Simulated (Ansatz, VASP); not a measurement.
# HfN in VASP and in Ansatz

```
CELL_PARAMETERS angstrom
0.00000 2.27588 2.27588
2.27588 0.00000 2.27588
2.27588 2.27588 0.00000
ATOMIC_POSITIONS crystal
Hf 0.00000 0.00000 0.00000
N 0.50000 0.50000 0.50000
```

Alike in both runs: task single point; functional LDA; k mesh 11 × 11 × 11; no spin polarisation.

```csv
,VASP,Ansatz
version,VASP 6.6.1,Ansatz 0.2.0
potentials or method,"VASP PAW LDA potentials, release 64 (Hf_pv, N), cutoff 600 eV","plane waves, PAW"
occupations,"fermi-dirac, width 0.1 eV",fermi-dirac
valence electrons in the cell,15,31
```

```tsv
	VASP	Ansatz	Ansatz less VASP
pressure (GPa)	-16.1	-14.8	+1.30
```

LDA's correlation is that of Perdew and Zunger in VASP and of Perdew and Wang (1992) in Ansatz. VASP's potentials hold 15 valence electrons a cell and Ansatz's 31, so a difference there can come from the potentials and not from the codes.

Neither program's run includes spin-orbit coupling.
